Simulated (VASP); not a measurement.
# Be (Fm-3m) in VASP: notebook

Runs on Be. Level: revPBE. Tasks: single point.

Everything below comes from runs of VASP 6.6.1. Logs are shortened: lines on timing, memory, paths and dates and some standing lists are left out, and cuts for length are marked.

## (1) The cell of the first run

It takes space group Fm-3m (No. 225, cubic). The conventional cell has a = 3.183 Å, b = 3.183 Å, c = 3.183 Å, α = 90.00°, β = 90.00°, γ = 90.00°. Be (site symmetry m-3m) has 12 Be at 2.25 Å within 3.0 Å.

## (2) Single point, revPBE

INCAR

```
PREC     = Accurate       # precision mode
ENCUT    = 520            # plane-wave cutoff, eV
EDIFF    = 1E-6           # SCF threshold, eV
ISMEAR   = -1             # smearing method
SIGMA    = 0.1            # smearing width, eV
LREAL    = F              # projectors in reciprocal space
LASPH    = T              # aspherical terms in the spheres
NELM     = 60             # most SCF steps
ALGO     = Normal         # electronic algorithm
ISIF     = 2              # what is computed and relaxed
LWAVE    = F              # write WAVECAR
LCHARG   = F              # write CHGCAR
GGA      = RE             # functional
NBANDS   = 7              # bands
```

KPOINTS

```
regular mesh
0
Gamma
  17 17 17
```

POSCAR

```
Be
1.0
    0.0000000000      1.5914193933      1.5914193933
    1.5914193933      0.0000000000      1.5914193933
    1.5914193933      1.5914193933      0.0000000000
Be
1
Direct
    0.0000000000      0.0000000000      0.0000000000
```

Potentials or basis: VASP PAW PBE potentials, release 64 (Be).

Run with:

```
cat potpaw_PBE.64/Be/POTCAR > POTCAR
mpirun -np 1 vasp_std > vasp.out
```

OUTCAR:

```text
PREC = Accurate
   ENCUT = 520
   EDIFF = 1E-6
   ISMEAR = -1
   LREAL = F
   LASPH = T
   NELM = 60
   ISIF = 2
   GGA = RE

 ion  position               nearest neighbor table
   1  0.000  0.000  0.000-

  LATTYP: Found a face centered cubic cell.
 ALAT       =     3.1828387866

  Lattice vectors:

 A1 = (   0.0000000000,   1.5914193933,   1.5914193933)
 A2 = (   1.5914193933,   0.0000000000,   1.5914193933)
 A3 = (   1.5914193933,   1.5914193933,   0.0000000000)

Analysis of symmetry for initial positions (statically):
=====================================================================
 Subroutine PRICEL returns:
 Original cell was already a primitive cell.

 Routine SETGRP: Setting up the symmetry group for a
 face centered cubic supercell.

 Subroutine GETGRP returns: Found 48 space group operations
 (whereof 48 operations were pure point group operations)
 out of a pool of 48 trial point group operations.

The static configuration has the point symmetry O_h .

Analysis of symmetry for dynamics (positions and initial velocities):
=====================================================================
 Subroutine PRICEL returns:
 Original cell was already a primitive cell.

 Routine SETGRP: Setting up the symmetry group for a
 face centered cubic supercell.

 Subroutine GETGRP returns: Found 48 space group operations
 (whereof 48 operations were pure point group operations)
 out of a pool of 48 trial point group operations.

The dynamic configuration has the point symmetry O_h .

 Subroutine INISYM returns: Found 48 space group operations
 (whereof 48 operations are pure point group operations),
 and found     1 'primitive' translations

----------------------------------------------------------------------------------------

                                     Primitive cell

  volume of cell :       8.0609

  direct lattice vectors                    reciprocal lattice vectors
     0.000000000  1.591419393  1.591419393    -0.314184936  0.314184936  0.314184936
     1.591419393  0.000000000  1.591419393     0.314184936 -0.314184936  0.314184936
     1.591419393  1.591419393  0.000000000     0.314184936  0.314184936 -0.314184936

  length of vectors
     2.250606889  2.250606889  2.250606889     0.544184272  0.544184272  0.544184272

  position of ions in fractional coordinates (direct lattice)
     0.000000000  0.000000000  0.000000000

  ion indices of the primitive-cell ions
[... 68 lines left out ...]
   ISPIN  =      1    spin polarized calculation?
   LNONCOLLINEAR =      F non collinear calculations
   LSORBIT =      F    spin-orbit coupling
   LASPH  =      T    aspherical Exc in radial PAW
   ENCUT  =  520.0 eV  38.22 Ry    6.18 a.u.   4.18  4.18  4.18*2*pi/ulx,y,z
   NELM   =     60;   NELMIN=  2; NELMDL= -5     # of ELM steps
   EDIFF  = 0.1E-05   stopping-criterion for ELM
   LREAL  =      F    real-space projection
   EDIFFG = 0.1E-04   stopping-criterion for IOM
   NSW    =      0    number of steps for IOM
   IBRION =     -1    ionic relax: 0-MD 1-quasi-New 2-CG
   NFREE  =      0    steps in history (QN), initial steepest desc. (CG)
   ISIF   =      2    stress and relaxation
   ISYM   =      2    0-nonsym 1-usesym 2-fastsym
   POTIM  = 0.5000    time-step for ionic-motion
   TEBEG  =    0.0;   TEEND  =   0.0 temperature during run
   PSTRESS=    0.0 pullay stress
   NELECT =       2.0000    total number of electrons
   NUPDOWN=      -1.0000    fix difference up-down
   EMIN   =  10.00;   EMAX   =-10.00  energy-range for DOS
   EFERMI =   0.00;   METHOD = LEGACY
   ISMEAR =    -1;   SIGMA  =   0.10  broadening in eV -4-tet -1-fermi 0-gaus
   EFERMI_NEDOS =   21; number of points for ismear=-14 and -15
   IALGO  =     38    algorithm
   IMIX   =      4    mixing-type and parameters
     AMIX     =   0.40;   BMIX     =  1.00
     AMIX_MAG =   1.60;   BMIX_MAG =  1.00
  volume/ion in A,a.u.               =       8.06        54.40
  Fermi-wavevector in a.u.,A,eV,Ry     =   1.028703  1.943968 14.398103  1.058231
  Thomas-Fermi vector in A             =   2.162713
   LORBIT       =      0    0 simple, 1 ext, 2 COOP (PROOUT), +10 PAW based schemes
   GGA     = RE    functional components
   LHFCALC =     F    Hartree Fock is set to
   AEXX    =    0.0000 exact exchange contribution
   IVDW    =     0    specifies the selected vdW correction
   LEPSILON=     F    determine dielectric tensor
   LRPA    =     F    only Hartree local field effects (RPA)
 non-spin polarized calculation
  energy-cutoff  :      520.00
  volume of cell :        8.06
 maximum number of plane-waves:       229
 NGX is ok and might be reduce to    18
   NGX =  9   NGY =  9   NGZ =  9

 number of electron       2.0000000 magnetization

 Free energy of the ion-electron system (eV)
  ---------------------------------------------------
  ext. energy  EPLUGINS =         0.00000000
  ---------------------------------------------------
  free energy    TOTEN  =        -3.47599803 eV

  energy without entropy =       -3.47165915  energy(sigma->0) =       -3.47382859

 E-fermi :   7.3676     XC(G=0): -10.5475

 val. band max:        7.3166304271   @ k =  -0.3529   0.3529   0.0000
 cond. band min:       7.4176629438   @ k =  -0.4706   0.0588   0.0000
 fundamental gap:      0.1010325168
 Fermi energy:         7.3676335569

 k-point     1 :       0.0000    0.0000    0.0000
  band No.  band energies     occupation
      1      -4.3445      2.00000
      2      26.6939      0.00000
      3      26.6939      0.00000
      4      26.6939      0.00000
      5      36.0433      0.00000
      6      36.0433      0.00000
      7      36.0433      0.00000
[... 221 lines left out ...]
 k-point    24 :      -0.1176    0.0588    0.0000
  band No.  band energies     occupation
      1      -3.6195      2.00000
      2      22.3820      0.00000
      3      24.3199      0.00000
      4      26.5931      0.00000
      5      33.9460      0.00000
      6      37.0835      0.00000
      7      38.6763      0.00000

 [... further k-points ...]
[... 5 lines left out ...]
  --------------------------------------------------------------------------------------
  -------------------------------------------------------------------------------------
  Total        0.0021798      0.0021798      0.0021798      0.0000000     -0.0000000     -0.0000000
  in kB        0.4332549      0.4332549      0.4332549      0.0000000     -0.0000000     -0.0000000
  external PRESSURE =       0.4332549 kB  Pullay stress =       0.0000000 kB

 VOLUME and BASIS-vectors are now :
 -----------------------------------------------------------------------------
  energy-cutoff  :      520.00
  volume of cell :        8.06
      direct lattice vectors                 reciprocal lattice vectors
     0.000000000  1.591419393  1.591419393    -0.314184936  0.314184936  0.314184936
     1.591419393  0.000000000  1.591419393     0.314184936 -0.314184936  0.314184936
     1.591419393  1.591419393  0.000000000     0.314184936  0.314184936 -0.314184936

 POSITION                                       TOTAL-FORCE (eV/Angst)
 -----------------------------------------------------------------------------------
      0.00000      0.00000      0.00000         0.000000      0.000000     -0.000000
 -----------------------------------------------------------------------------------
    total drift:                                0.000000     -0.000000     -0.000000

  FREE ENERGIE OF THE ION-ELECTRON SYSTEM (eV)
  ---------------------------------------------------
  free  energy   TOTEN  =        -3.4759980308 eV

  energy  without entropy=       -3.4716591536  energy(sigma->0) =       -3.47382859
```

OSZICAR:

```text
N       E                     dE             d eps       ncg     rms          rms(c)
DAV:   1    -0.228525699540E+01   -0.22853E+01   -0.11893E+03  2415   0.236E+02
DAV:   2    -0.349282919078E+01   -0.12076E+01   -0.11478E+01  3220   0.254E+01
DAV:   3    -0.349484638030E+01   -0.20172E-02   -0.20169E-02  2646   0.878E-01
DAV:   4    -0.349484677517E+01   -0.39486E-06   -0.39465E-06  3605   0.113E-02
DAV:   5    -0.349484677467E+01    0.49413E-09   -0.12512E-10  2709   0.396E-05    0.782E-01
DAV:   6    -0.348103493996E+01    0.13812E-01   -0.18025E-03  2590   0.453E-01    0.481E-01
DAV:   7    -0.347601197799E+01    0.50230E-02   -0.16329E-03  2457   0.449E-01    0.171E-02
DAV:   8    -0.347599627921E+01    0.15699E-04   -0.39337E-06  3080   0.192E-02    0.532E-03
DAV:   9    -0.347599843905E+01   -0.21598E-05   -0.82254E-07  2807   0.599E-03    0.841E-04
DAV:  10    -0.347599803082E+01    0.40823E-06   -0.11588E-08  1554   0.830E-04
   1 F= -.34759980E+01 E0= -.34738286E+01  d E =-.433888E-02
```

stdout:

```text
POSCAR found type information on POSCAR Be
 POSCAR found :  1 types and       1 ions
 scaLAPACK will be used
 -----------------------------------------------------------------------------
|                                                                             |
|                                                                             |
|     You enforced a specific xc type in the INCAR file but a different       |
|     I HOPE YOU KNOW WHAT YOU ARE DOING!                                     |
|                                                                             |
 -----------------------------------------------------------------------------

 LDA part: xc-table for (Slater+PW92), standard interpolation
 POSCAR, INCAR and KPOINTS ok, starting setup
 FFT: planning ... GRIDC
 FFT: planning ... GRID_SOFT
 FFT: planning ... GRID
 WAVECAR not read
 entering main loop
```

Run time: 7.9 s. Hardware: 1 thread of AMD EPYC 9R45 (Zen 5), shared host; peak memory 0.08 GiB.

What came out:

- Free energy: -3.4760 eV
- Pressure: 0.0 GPa
- Band gap on the k mesh: zero (band 1 reaches 7.52 eV, above the bottom of band 2 at 7.32 eV)

Caveat: the PAW data sets were made with another functional, which shifts forces and pressure a little.

## (3) Single point, revPBE (volume scaled by 0.88)

INCAR

```
  PREC = Accurate
  ENCUT = 520
  EDIFF = 1E-6
  ISMEAR = -1
  SIGMA = 0.1
  LREAL = False
  LASPH = True
  NELM = 60
  ALGO = Normal
  ISIF = 2
  LWAVE = False
  LCHARG = False
  GGA = RE
  NBANDS = 7
```

KPOINTS

```
regular mesh
0
Gamma
  19 19 19
```

POSCAR

```
Be
1.0
    0.0000000000      1.5250316964      1.5250316964
    1.5250316964      0.0000000000      1.5250316964
    1.5250316964      1.5250316964      0.0000000000
Be
1
Direct
    0.0000000000      0.0000000000      0.0000000000
```

Potentials or basis: VASP PAW PBE potentials, release 64 (Be).

Run with:

```
cat potpaw_PBE.64/Be/POTCAR > POTCAR
mpirun -np 1 vasp_std > vasp.out
```

OUTCAR:

```text
PREC = Accurate
   ENCUT = 520
   EDIFF = 1E-6
   ISMEAR = -1
   LREAL = False
   LASPH = True
   NELM = 60
   ISIF = 2
   GGA = RE

 ion  position               nearest neighbor table
   1  0.000  0.000  0.000-

  LATTYP: Found a face centered cubic cell.
 ALAT       =     3.0500633928

  Lattice vectors:

 A1 = (   0.0000000000,   1.5250316964,   1.5250316964)
 A2 = (   1.5250316964,   0.0000000000,   1.5250316964)
 A3 = (   1.5250316964,   1.5250316964,   0.0000000000)

Analysis of symmetry for initial positions (statically):
=====================================================================
 Subroutine PRICEL returns:
 Original cell was already a primitive cell.

 Routine SETGRP: Setting up the symmetry group for a
 face centered cubic supercell.

 Subroutine GETGRP returns: Found 48 space group operations
 (whereof 48 operations were pure point group operations)
 out of a pool of 48 trial point group operations.

The static configuration has the point symmetry O_h .

Analysis of symmetry for dynamics (positions and initial velocities):
=====================================================================
 Subroutine PRICEL returns:
 Original cell was already a primitive cell.

 Routine SETGRP: Setting up the symmetry group for a
 face centered cubic supercell.

 Subroutine GETGRP returns: Found 48 space group operations
 (whereof 48 operations were pure point group operations)
 out of a pool of 48 trial point group operations.

The dynamic configuration has the point symmetry O_h .

 Subroutine INISYM returns: Found 48 space group operations
 (whereof 48 operations are pure point group operations),
 and found     1 'primitive' translations

[... 98 lines left out ...]
   ISIF   =      2    stress and relaxation
   ISYM   =      2    0-nonsym 1-usesym 2-fastsym
   POTIM  = 0.5000    time-step for ionic-motion
   TEBEG  =    0.0;   TEEND  =   0.0 temperature during run
   PSTRESS=    0.0 pullay stress
   NELECT =       2.0000    total number of electrons
   NUPDOWN=      -1.0000    fix difference up-down
   EMIN   =  10.00;   EMAX   =-10.00  energy-range for DOS
   EFERMI =   0.00;   METHOD = LEGACY
   ISMEAR =    -1;   SIGMA  =   0.10  broadening in eV -4-tet -1-fermi 0-gaus
   EFERMI_NEDOS =   21; number of points for ismear=-14 and -15
   IALGO  =     38    algorithm
   IMIX   =      4    mixing-type and parameters
     AMIX     =   0.40;   BMIX     =  1.00
     AMIX_MAG =   1.60;   BMIX_MAG =  1.00
  volume/ion in A,a.u.               =       7.09        47.87
  Fermi-wavevector in a.u.,A,eV,Ry     =   1.073485  2.028592 15.678945  1.152370
  Thomas-Fermi vector in A             =   2.209286
   LORBIT       =      0    0 simple, 1 ext, 2 COOP (PROOUT), +10 PAW based schemes
   GGA     = RE    functional components
   LHFCALC =     F    Hartree Fock is set to
   AEXX    =    0.0000 exact exchange contribution
   IVDW    =     0    specifies the selected vdW correction
   LEPSILON=     F    determine dielectric tensor
   LRPA    =     F    only Hartree local field effects (RPA)
 non-spin polarized calculation
  energy-cutoff  :      520.00
  volume of cell :        7.09
 maximum number of plane-waves:       200
   NGX =  9   NGY =  9   NGZ =  9

 number of electron       2.0000000 magnetization

 Free energy of the ion-electron system (eV)
  ---------------------------------------------------
  ext. energy  EPLUGINS =         0.00000000
  ---------------------------------------------------
  free energy    TOTEN  =        -3.42709948 eV

  energy without entropy =       -3.42504059  energy(sigma->0) =       -3.42607003

 E-fermi :   8.6596     XC(G=0): -10.9728

 val. band max:        8.5501324025   @ k =  -0.3684   0.3684   0.0000
 cond. band min:       8.8411061357   @ k =  -0.3158   0.4211   0.1053
 fundamental gap:      0.2909737331
 Fermi energy:         8.6596119990

 k-point     1 :       0.0000    0.0000    0.0000
  band No.  band energies     occupation
      1      -3.9739      2.00000
      2      29.8817      0.00000
      3      29.8817      0.00000
      4      29.8817      0.00000
      5      39.5758      0.00000
      6      39.5758      0.00000
      7      39.5758      0.00000
[... 221 lines left out ...]
 k-point    24 :      -0.2632    0.0526    0.0000
  band No.  band energies     occupation
      1      -1.1754      2.00000
      2      16.8950      0.00000
      3      25.9909      0.00000
      4      28.2778      0.00000
      5      37.9579      0.00000
      6      38.9718      0.00000
      7      40.8368      0.00000

 [... further k-points ...]
[... 5 lines left out ...]
  --------------------------------------------------------------------------------------
  -------------------------------------------------------------------------------------
  Total        0.8121913      0.8121913      0.8121913     -0.0000000     -0.0000000      0.0000000
  in kB      183.4434961    183.4434961    183.4434961     -0.0000000     -0.0000000      0.0000000
  external PRESSURE =     183.4434961 kB  Pullay stress =       0.0000000 kB

 VOLUME and BASIS-vectors are now :
 -----------------------------------------------------------------------------
  energy-cutoff  :      520.00
  volume of cell :        7.09
      direct lattice vectors                 reciprocal lattice vectors
     0.000000000  1.525031696  1.525031696    -0.327862038  0.327862038  0.327862038
     1.525031696  0.000000000  1.525031696     0.327862038 -0.327862038  0.327862038
     1.525031696  1.525031696  0.000000000     0.327862038  0.327862038 -0.327862038

 POSITION                                       TOTAL-FORCE (eV/Angst)
 -----------------------------------------------------------------------------------
      0.00000      0.00000      0.00000         0.000000      0.000000      0.000000
 -----------------------------------------------------------------------------------
    total drift:                               -0.000000     -0.000000     -0.000000

  FREE ENERGIE OF THE ION-ELECTRON SYSTEM (eV)
  ---------------------------------------------------
  free  energy   TOTEN  =        -3.4270994754 eV

  energy  without entropy=       -3.4250405904  energy(sigma->0) =       -3.42607003
```

OSZICAR:

```text
N       E                     dE             d eps       ncg     rms          rms(c)
DAV:   1    -0.204268883903E+01   -0.20427E+01   -0.11954E+03  3388   0.239E+02
DAV:   2    -0.345005422207E+01   -0.14074E+01   -0.13275E+01  4298   0.272E+01
DAV:   3    -0.345169709000E+01   -0.16429E-02   -0.16428E-02  3556   0.871E-01
DAV:   4    -0.345169728909E+01   -0.19909E-06   -0.19801E-06  4767   0.979E-03
DAV:   5    -0.345169728966E+01   -0.56890E-09   -0.34879E-11  3605   0.204E-05    0.897E-01
DAV:   6    -0.343277445956E+01    0.18923E-01   -0.37168E-03  3311   0.676E-01    0.558E-01
DAV:   7    -0.342712479109E+01    0.56497E-02   -0.31686E-03  3367   0.651E-01    0.179E-02
DAV:   8    -0.342709823490E+01    0.26556E-04   -0.56796E-06  3920   0.236E-02    0.736E-03
DAV:   9    -0.342710014783E+01   -0.19129E-05   -0.16378E-06  3801   0.913E-03    0.152E-03
DAV:  10    -0.342709947535E+01    0.67248E-06   -0.26556E-08  2121   0.122E-03
   1 F= -.34270995E+01 E0= -.34260700E+01  d E =-.205888E-02
```

Run time: 6.7 s. Hardware: 1 thread of AMD EPYC 9R45 (Zen 5), shared host; peak memory 0.08 GiB.

What came out:

* Free energy: -3.4271 eV
* Pressure: 18.3 GPa
* Band gap on the k mesh: zero (band 1 reaches 9.23 eV, above the bottom of band 2 at 8.55 eV)

Caveat: the PAW data sets were made with another functional, which shifts forces and pressure a little.
